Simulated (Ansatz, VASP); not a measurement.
# CaC2: VASP beside Ansatz

File INCAR:

```
SYSTEM = CaC2
  ALGO = Normal
  EDIFF = 1E-6
  ENCUT = 910
  GGA = CA
  GGA_COMPAT = .False.
  ISIF = 2
  ISMEAR = 0
  LASPH = .True.
  LCHARG = .False.
  LREAL = .False.
  LWAVE = .False.
  NBANDS = 16
  NELM = 120
  PREC = Accurate
  SIGMA = 0.05
```

File KPOINTS:

```
k-points
0
Gamma
  10 10 10
  0 0 0
```

File POSCAR:

```
CaC2
1.0
   -1.8859411344      1.8859411344      3.2021112425
    1.8859411344     -1.8859411344      3.2021112425
    1.8859411344      1.8859411344     -3.2021112425
Ca C
1 2
Direct
    0.0000000000      0.0000000000      0.0000000000
    0.5978927200      0.5978927200      0.0000000000
    0.4021072800      0.4021072800      0.0000000000
```

Input for Ansatz:

```yaml
crystal:
  lattice:
    - [-1.8859411344, 1.8859411344, 3.2021112425]
    - [1.8859411344, -1.8859411344, 3.2021112425]
    - [1.8859411344, 1.8859411344, -3.2021112425]
  atoms:
    - { symbol: Ca, position: [0.0, 0.0, 0.0] }
    - { symbol: C, position: [0.59789272, 0.59789272, 0.0] }
    - { symbol: C, position: [0.40210728, 0.40210728, 0.0] }
basis:
  ecutwfc: 420
kpoints:
  mp_grid: { grid: [10, 10, 10] }
hamiltonian:
  xc: lda
scf:
  occupations: { method: gaussian, width: 0.05 }
output:
  forces: true
  stress: true
  eigenvalues: true
```

Change from the starting cell: strain -0.025 along x and y, +0.000 along z, atoms carried along.

Alike in both runs: task single point; functional LDA; k mesh 10 × 10 × 10; occupations gaussian, width 0.05 eV; no spin polarisation.

|  | VASP | Ansatz |
| --- | --- | --- |
| version | VASP 6.6.1 | Ansatz 0.2.0 |
| potentials or method | VASP PAW LDA potentials, release 64 (Ca_sv, C_h), cutoff 910 eV | scalar-relativistic, plane waves, PAW |
| valence electrons in the cell | 18 | 18 |

|  | VASP | Ansatz | Ansatz less VASP |
| --- | --- | --- | --- |
| gap on the k mesh at the Fermi level (eV) | 0.91 | 0.92 | +0.011 |
| least direct gap on the mesh (eV) | 2.05 | 2.06 | +0.010 |
| rms of the force components (eV/Å) | 0.021 | 0.001 | -0.0198 |

LDA's correlation is that of Perdew and Zunger in VASP and of Perdew and Wang (1992) in Ansatz. Atom by atom the forces differ by 0.020 eV/Å (rms over components).

Noted on VASP's run: the cutoff is short for stress, so the pressure is rough.
